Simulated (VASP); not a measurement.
# Zr5Ti3 in VASP: further runs

Runs on Zr5Ti3. Level: PBE. Tasks: single point.

Program: VASP 6.6.1. These are calculated values, not measurements. Logs are shortened: lines on timing, memory, paths and dates and some standing lists are left out, and cuts for length are marked.

**1. The cell of the first run**

The cell holds a disordered packing, 24 atoms: a = 8.094 Å, b = 7.894 Å, c = 8.125 Å, α = 90.12°, β = 85.96°, γ = 91.03°.

**2. Single point, PBE**

The input, INCAR:

```
SYSTEM = Zr5Ti3
ALGO = Normal
EDIFF = 1E-6
ENCUT = 400
GGA = PE
GGA_COMPAT = .False.
ISIF = 2
ISMEAR = -1
ISYM = -1
LASPH = .True.
LCHARG = .True.
LELF = .True.
LREAL = Auto
LVHAR = .True.
LWAVE = .False.
NBANDS = 162
NELM = 120
PREC = Accurate
SIGMA = 0.1853
```

The input, KPOINTS:

```
explicit points
1
Reciprocal
  0.25000000   0.25000000   0.25000000 1
```

The input, POSCAR:

```
Zr5Ti3
1.0
    8.0883500000     -0.0717440000      0.2860350000
   -0.0717440000      7.8939330000     -0.0068350000
    0.2860350000     -0.0068350000      8.1197920000
Zr Ti
15 9
Direct
    0.7064110203      0.0507762200      0.4013645644
    0.0459263923      0.4927241183      0.8333919408
    0.8778049474      0.8798835806      0.8093335477
    0.2709579484      0.1413114449      0.7934851542
    0.1292448765      0.0501289429      0.2542753648
    0.6031655688      0.7072385951      0.5586795219
    0.4894084473      0.1006339488      0.0967855935
    0.9485754337      0.4469407360      0.1799017839
    0.9878454890      0.1477446500      0.5481172979
    0.0748956012      0.8108707932      0.0566793507
    0.6653962366      0.4220989638      0.0349307512
    0.2884540784      0.4374580867      0.1445468140
    0.4109397845      0.5232961138      0.7645936703
    0.7823980270      0.4153540510      0.6422363683
    0.3932856383      0.1091624603      0.4417356587
    0.4019743435      0.7756371466      0.9541214539
    0.1808387642      0.8637810819      0.5850608892
    0.9257940676      0.7213411412      0.4495199952
    0.8639878991      0.1337128930      0.0401858999
    0.1776334467      0.4928269499      0.4852653971
    0.3634585529      0.7917547190      0.2716508965
    0.6752410055      0.7619448850      0.1049570398
    0.5228316134      0.4507127045      0.3587213171
    0.5981021076      0.0805834982      0.8113384742
```

Potentials or basis: VASP PAW PBE potentials, release 64 (Zr_sv, Ti_sv).

On the command line:

```console
> cat potpaw_PBE.64/Zr_sv/POTCAR potpaw_PBE.64/Ti_sv/POTCAR > POTCAR
> mpirun -np 1 vasp_std > vasp.out
```

OUTCAR:

```text
SYSTEM = Zr5Ti3
   EDIFF = 1E-6
   ENCUT = 400
   GGA = PE
   ISIF = 2
   ISMEAR = -1
   ISYM = -1
   LASPH = .True.
   LREAL = Auto
   NELM = 120
   PREC = Accurate

 ion  position               nearest neighbor table
   1  0.706  0.051  0.401-  15 2.58   9 2.74   6 3.08   7 3.16  19 3.18  18 3.22  22 3.33  24 3.39
                             5 3.54  14 3.55
   2  0.046  0.493  0.833-  14 2.78   8 2.89  20 2.95  13 2.97  10 3.11  12 3.34   4 3.35   3 3.38
                            11 3.42   9 3.62
   3  0.878  0.880  0.809-  10 2.71  19 2.74  24 2.79  22 2.95  17 2.96   9 3.07  18 3.18   2 3.38
                             6 3.39   4 3.76
   4  0.271  0.141  0.793-  24 2.71  17 2.88  15 2.97   9 3.14   7 3.15  13 3.21   2 3.35  16 3.39
                            10 3.65  12 3.69   3 3.76
   5  0.129  0.050  0.254-  10 2.53   9 2.69  15 2.74  21 2.82  19 2.94   7 3.12  17 3.12  18 3.39
                            12 3.39   1 3.54   8 3.55
   6  0.603  0.707  0.559-  13 2.62  23 2.69  18 2.70  14 2.85   1 3.08  21 3.22   3 3.39  15 3.78

   7  0.489  0.101  0.097-  24 2.43  15 2.86  16 2.91  11 2.91  21 2.95  19 3.04  22 3.09   5 3.12
                            12 3.15   4 3.15   1 3.16
   8  0.949  0.447  0.180-  11 2.65  12 2.75  19 2.81   2 2.89  18 3.08  10 3.17  20 3.22   5 3.55
                             9 3.85
   9  0.988  0.148  0.548-   5 2.69   1 2.74  17 2.78  14 2.78   3 3.07  20 3.13   4 3.14  15 3.35
                             2 3.62   8 3.85
  10  0.075  0.811  0.057-   5 2.53   3 2.71  16 2.74  21 3.02  19 3.10   2 3.11   8 3.17  22 3.25
                            18 3.40  12 3.54   4 3.65
  11  0.665  0.422  0.035-   8 2.65  22 2.74  23 2.81  19 2.81   7 2.91  12 3.12  13 3.23  14 3.26
                            24 3.31   2 3.42
  12  0.288  0.437  0.145-  23 2.66   8 2.75  20 2.88  21 3.05  11 3.12   7 3.15  16 3.18  13 3.24
                             2 3.34   5 3.39  10 3.54   4 3.69  15 3.70
  13  0.411  0.523  0.765-  16 2.51   6 2.62   2 2.97  20 3.06   4 3.21  11 3.23  14 3.23  12 3.24
                            23 3.41
  14  0.782  0.415  0.642-   2 2.78   9 2.78   6 2.85  18 3.05  13 3.23  23 3.24  11 3.26  24 3.27
                            20 3.40   1 3.55
  15  0.393  0.109  0.442-   1 2.58   5 2.74  17 2.77   7 2.86  21 2.87  23 2.94   4 2.97   9 3.35
                            12 3.70   6 3.78
  16  0.402  0.776  0.954-  13 2.51  21 2.58  22 2.61  10 2.74   7 2.91  12 3.18   4 3.39
  17  0.181  0.864  0.585-  18 2.64  15 2.77   9 2.78   4 2.88  21 2.91   3 2.96   5 3.12
  18  0.926  0.721  0.450-  17 2.64   6 2.70  20 2.78  14 3.05   8 3.08   3 3.18   1 3.22   5 3.39
                            10 3.40
  19  0.864  0.134  0.040-   3 2.74   8 2.81  11 2.81   5 2.94   7 3.04  10 3.10   1 3.18
  20  0.178  0.493  0.485-  18 2.78  12 2.88   2 2.95  13 3.06   9 3.13   8 3.22  14 3.40
  21  0.363  0.792  0.272-  16 2.58  22 2.79   5 2.82  15 2.87  17 2.91   7 2.95  10 3.02  12 3.05
                             6 3.22
  22  0.675  0.762  0.105-  16 2.61  11 2.74  21 2.79   3 2.95   7 3.09  10 3.25   1 3.33
  23  0.523  0.451  0.359-  12 2.66   6 2.69  11 2.81  15 2.94  14 3.24  13 3.41
  24  0.598  0.081  0.811-   7 2.43   4 2.71   3 2.79  14 3.27  11 3.31   1 3.39

IMPORTANT INFORMATION: All symmetrisations will be switched off!
NOSYMM: (Re-)initialisation of all symmetry stuff for point group C_1.

----------------------------------------------------------------------------------------

                                     Primitive cell

  volume of cell :     517.7520

  direct lattice vectors                    reciprocal lattice vectors
     8.088350000 -0.071744000  0.286035000     0.123798747  0.001121370 -0.004360101
    -0.071744000  7.893933000 -0.006835000     0.001121370  0.126689815  0.000067141
     0.286035000 -0.006835000  8.119792000    -0.004360101  0.000067141  0.123309513

  length of vectors
     8.093724047  7.894261975  8.124831374     0.123880578  0.126694795  0.123386592

  position of ions in fractional coordinates (direct lattice)
     0.706411020  0.050776220  0.401364564
     0.045926392  0.492724118  0.833391941
     0.877804947  0.879883581  0.809333548
     0.270957948  0.141311445  0.793485154
     0.129244877  0.050128943  0.254275365
     0.603165569  0.707238595  0.558679522
[... 16 lines left out ...]
     0.522831613  0.450712704  0.358721317
     0.598102108  0.080583498  0.811338474

  ion indices of the primitive-cell ions
   primitive index   ion index
                 1           1
                 2           2
                 3           3
                 4           4
                 5           5
                 6           6
[... 16 lines left out ...]
                23          23
                24          24

----------------------------------------------------------------------------------------

 KPOINTS: explicit points

Read explicit list of k-points.

 Found      1 k-points:

 Following reciprocal coordinates:
            Coordinates               Weight
  0.250000  0.250000  0.250000      1.000000
   k-points           NKPTS =      1   k-points in BZ     NKDIM =      1   number of bands    NBANDS=    162
   number of dos      NEDOS =    301   number of ions     NIONS =     24
   total plane-waves  NPLWV = 157464
   dimension x,y,z NGX =    54 NGY =   54 NGZ =   54
   dimension x,y,z NGXF=   108 NGYF=  108 NGZF=  108
   ions per type =              15   9
   NGX,Y,Z   is equivalent  to a cutoff of  11.09, 11.37, 11.05 a.u.
   NGXF,Y,Z  is equivalent  to a cutoff of  22.18, 22.74, 22.10 a.u.
 SYSTEM =  Zr5Ti3
   PREC   = accura    normal or accurate (medium, high low for compatibility)
   ISTART =      0    job   : 0-new  1-cont  2-samecut
   ICHARG =      2    charge: 1-file 2-atom 10-const
   ISPIN  =      1    spin polarized calculation?
   LNONCOLLINEAR =      F non collinear calculations
   LSORBIT =      F    spin-orbit coupling
   LASPH  =      T    aspherical Exc in radial PAW
   ENCUT  =  400.0 eV  29.40 Ry    5.42 a.u.  13.20 12.87 13.25*2*pi/ulx,y,z
   NELM   =    120;   NELMIN=  2; NELMDL= -5     # of ELM steps
   EDIFF  = 0.1E-05   stopping-criterion for ELM
   LREAL  =      T    real-space projection
   EDIFFG = 0.1E-04   stopping-criterion for IOM
   NSW    =      0    number of steps for IOM
   IBRION =     -1    ionic relax: 0-MD 1-quasi-New 2-CG
   NFREE  =      0    steps in history (QN), initial steepest desc. (CG)
   ISIF   =      2    stress and relaxation
   ISYM   =     -1    0-nonsym 1-usesym 2-fastsym
   POTIM  = 0.5000    time-step for ionic-motion
   TEBEG  =    0.0;   TEEND  =   0.0 temperature during run
   PSTRESS=    0.0 pullay stress
   NELECT =     288.0000    total number of electrons
   NUPDOWN=      -1.0000    fix difference up-down
   EMIN   =  10.00;   EMAX   =-10.00  energy-range for DOS
   EFERMI =   0.00;   METHOD = LEGACY
   ISMEAR =    -1;   SIGMA  =   0.19  broadening in eV -4-tet -1-fermi 0-gaus
   EFERMI_NEDOS =   21; number of points for ismear=-14 and -15
   IALGO  =     38    algorithm
   IMIX   =      4    mixing-type and parameters
     AMIX     =   0.40;   BMIX     =  1.00
     AMIX_MAG =   1.60;   BMIX_MAG =  1.00
  volume/ion in A,a.u.               =      21.57       145.58
  Fermi-wavevector in a.u.,A,eV,Ry     =   1.346372  2.544274 24.663519  1.812718
  Thomas-Fermi vector in A             =   2.474209
   LORBIT       =      0    0 simple, 1 ext, 2 COOP (PROOUT), +10 PAW based schemes
   GGA     = PE    functional components
   LHFCALC =     F    Hartree Fock is set to
   AEXX    =    0.0000 exact exchange contribution
   IVDW    =     0    specifies the selected vdW correction
   LEPSILON=     F    determine dielectric tensor
   LRPA    =     F    only Hartree local field effects (RPA)
 non-spin polarized calculation
  energy-cutoff  :      400.00
  volume of cell :      517.75
 maximum number of plane-waves:      9404
 NGX is ok and might be reduce to    54
   NGX = 27   NGY = 25   NGZ = 27

 number of electron     288.0000008 magnetization

 Free energy of the ion-electron system (eV)
  ---------------------------------------------------
  ext. energy  EPLUGINS =         0.00000000
  ---------------------------------------------------
  free energy    TOTEN  =      -188.68093289 eV

  energy without entropy =     -184.72288146  energy(sigma->0) =     -186.70190718

 E-fermi :   8.2071     XC(G=0): -11.0094

 val. band max:        8.1261702227   @ k =   0.2500   0.2500   0.2500
 cond. band min:       8.2311644161   @ k =   0.2500   0.2500   0.2500
 fundamental gap:      0.1049941933
 Fermi energy:         8.2071168000

 k-point     1 :       0.2500    0.2500    0.2500
  band No.  band energies     occupation
      1     -48.5823      2.00000
      2     -48.5177      2.00000
      3     -48.4772      2.00000
      4     -48.4493      2.00000
      5     -48.4000      2.00000
      6     -48.3652      2.00000
[... 148 lines left out ...]
    155       8.8453      0.06188
    156       8.8590      0.05762
 [bands above 156 left out]

------------------------ aborting loop because EDIFF is reached ----------------------------------------

  FORCE on cell =-STRESS in cart. coord.  units (eV):
  Direction    XX          YY          ZZ          XY          YZ          ZX
  --------------------------------------------------------------------------------------
  -------------------------------------------------------------------------------------
  Total       15.4579433     -0.6008227      8.5899196     -0.3533702     12.2024720      0.1908802
  in kB       47.8344204     -1.8592388     26.5814033     -1.0935000     37.7604036      0.5906764
  external PRESSURE =      24.1855283 kB  Pullay stress =       0.0000000 kB

 VOLUME and BASIS-vectors are now :
 -----------------------------------------------------------------------------
  energy-cutoff  :      400.00
  volume of cell :      517.75
      direct lattice vectors                 reciprocal lattice vectors
     8.088350000 -0.071744000  0.286035000     0.123798747  0.001121370 -0.004360101
    -0.071744000  7.893933000 -0.006835000     0.001121370  0.126689815  0.000067141
     0.286035000 -0.006835000  8.119792000    -0.004360101  0.000067141  0.123309513

 POSITION                                       TOTAL-FORCE (eV/Angst)
 -----------------------------------------------------------------------------------
      5.82486      0.34740      3.46071         1.244552     -0.076908     -0.720815
      0.57450      3.88054      6.77674         0.522035      0.300409     -0.243878
      7.26837      6.87723      6.81669        -0.918320     -1.341091     -1.418814
      2.40843      1.09064      6.51947        -1.646032      0.749438      1.284432
      1.11451      0.38470      2.10129        -0.311748      1.148590     -0.602134
      4.98768      5.53580      4.70405        -0.440618      2.675729      0.028457
[... 16 lines left out ...]
      4.29912      3.51793      3.05921         0.663626     -0.471507      0.834319
      5.06395      0.58766      6.75843         1.302285      0.180276     -2.062616
 -----------------------------------------------------------------------------------
    total drift:                               -0.000643      0.003399     -0.002394

  FREE ENERGIE OF THE ION-ELECTRON SYSTEM (eV)
  ---------------------------------------------------
  free  energy   TOTEN  =      -188.6809328930 eV

  energy  without entropy=     -184.7228814576  energy(sigma->0) =     -186.70190718
```

It took 4.8 min on 1 thread of Intel Xeon Platinum 8375C at 2.90GHz (Ice Lake), shared host; peak memory 0.4 GiB.

Results:

| Item | Value |
| --- | --- |
| Free energy | -188.6809 eV |
| Pressure | 2.4 GPa |
| Largest force | 2.850 eV/Å |

Forces in eV/Å, atoms in the order of the input:
```
Zr   1.245 -0.077 -0.721
Zr   0.522  0.300 -0.244
Zr  -0.918 -1.341 -1.419
Zr  -1.646  0.749  1.284
Zr  -0.312  1.149 -0.602
Zr  -0.441  2.676  0.028
Zr  -0.663 -0.531  0.757
Zr  -0.666  0.112  2.768
Zr   0.475  0.653  1.245
Zr  -0.324 -1.199 -0.410
Zr  -0.621  0.477 -1.745
Zr  -0.016  0.015 -1.106
Zr  -0.566 -2.499 -0.619
Zr  -0.947 -0.396 -0.609
Zr  -0.818  1.198  1.398
Ti   0.164  0.968 -0.726
Ti   1.205 -1.381  0.795
Ti   0.354  0.521 -0.739
Ti   0.500 -0.262 -0.536
Ti   0.459 -0.184  0.004
Ti  -0.012 -1.330  1.342
Ti   1.061  0.673  1.082
Ti   0.664 -0.472  0.834
Ti   1.302  0.180 -2.063
```

Stress tensor (GPa, compression positive):
```
 4.78 -0.11  0.06
-0.11 -0.19  3.78
 0.06  3.78  2.66
```

Levels at points of the mesh, in eV from the Fermi level:
```tsv
k point	band 141	band 142	band 143	band 144	band 145	band 146	band 147	band 148
(0.25, 0.25, 0.25)	-0.20	-0.17	-0.09	-0.08	0.02	0.07	0.13	0.18
```

Caveat: the atoms stand as in a frame of molecular dynamics.

**3. Single point, PBE**

The input, INCAR:

```
SYSTEM = Zr5Ti3
PREC = Accurate
ENCUT = 400
EDIFF = 1E-6
ISMEAR = -1
SIGMA = 0.1853
LREAL = Auto
LASPH = .True.
NELM = 120
ALGO = Normal
ISIF = 2
LWAVE = .False.
LCHARG = .False.
GGA = PE
NBANDS = 162
ISYM = -1
GGA_COMPAT = .False.
```

KPOINTS is that of step 2.

The input, POSCAR:

```
Zr5Ti3
1.0
    8.0883500000     -0.0717440000      0.2860350000
   -0.0717440000      7.8939330000     -0.0068350000
    0.2860350000     -0.0068350000      8.1197920000
Zr Ti
15 9
Direct
    0.7097309424      0.0199999278      0.3969500462
    0.0382954329      0.4818623949      0.8143369553
    0.8446986881      0.8965172908      0.7827891782
    0.2779158961      0.1306682874      0.7550706280
    0.1258305835      0.0567205255      0.2356164707
    0.5778867597      0.7413500724      0.5376581430
    0.4961937223      0.0859191968      0.1320352155
    0.9226180459      0.4771748036      0.2350577991
    0.9874423200      0.1282784292      0.5497093668
    0.0771219369      0.8128456892      0.0619420087
    0.6372793948      0.4413089841      0.0182267151
    0.2757753469      0.4470143629      0.1251213014
    0.4126944489      0.4752455462      0.7675419822
    0.7642712105      0.3861686676      0.6336086130
    0.3716275458      0.1486364944      0.4397193235
    0.4081495840      0.8199247052      0.9111052499
    0.1729257242      0.8202013983      0.6283103394
    0.9056705318      0.7317748911      0.4495296445
    0.8664311447      0.1192997109      0.0485279403
    0.2291155153      0.5035002242      0.4279988167
    0.3579653468      0.7981054160      0.2975589070
    0.6256842449      0.7298267127      0.1003776664
    0.5593424124      0.4724039532      0.3035395949
    0.6556901896      0.0814940050      0.8028351795
```

Potentials or basis: VASP PAW PBE potentials, release 64 (Zr_sv, Ti_sv).

On the command line:

```console
> cat potpaw_PBE.64/Zr_sv/POTCAR potpaw_PBE.64/Ti_sv/POTCAR > POTCAR
> mpirun -np 1 vasp_std > vasp.out
```

Wall time 4.6 min (1 thread of Intel Xeon Platinum 8375C at 2.90GHz (Ice Lake), shared host); peak memory 0.4 GiB.

Results (log left out):

| Item | Value |
| --- | --- |
| Free energy | -187.1481 eV |
| Pressure | 3.6 GPa |
| Largest force | 4.993 eV/Å |

Forces in eV/Å, atoms in the order of the input:
```
Zr   0.589  1.298 -0.568
Zr   0.377  0.429  0.431
Zr   1.834 -4.644  0.073
Zr  -0.474 -0.263  3.088
Zr  -0.124  1.954 -0.058
Zr  -1.229 -0.887  1.515
Zr  -0.016  0.355 -1.900
Zr  -0.333 -1.197 -0.056
Zr   1.148  1.199 -0.066
Zr  -0.606 -2.525 -1.312
Zr   1.605 -2.156 -2.687
Zr  -0.157 -0.197 -1.691
Zr  -0.305  0.330 -1.288
Zr  -1.289  1.062 -0.873
Zr   0.151  0.725  0.741
Ti  -0.585 -0.042 -0.717
Ti   0.890 -0.399 -0.008
Ti   1.597  0.089 -0.053
Ti   0.293  1.284  0.017
Ti  -1.074  0.045  2.420
Ti  -0.769 -0.759 -0.287
Ti   1.712  2.403  0.833
Ti   0.044 -0.857  2.639
Ti  -3.278  2.755 -0.194
```

Stress tensor (GPa, compression positive):
```
 5.00 -1.37  0.07
-1.37  1.94  2.42
 0.07  2.42  3.72
```

Levels at points of the mesh, in eV from the Fermi level:
| k point | band 140 | band 141 | band 142 | band 143 | band 144 | band 145 | band 146 | band 147 | band 148 | band 149 |
| --- | --- | --- | --- | --- | --- | --- | --- | --- | --- | --- |
| (0.25, 0.25, 0.25) | -0.24 | -0.16 | -0.15 | -0.07 | -0.03 | 0.02 | 0.07 | 0.11 | 0.19 | 0.23 |

Caveat: the atoms stand as in a frame of molecular dynamics.

(Continued in part 2 of 2.)
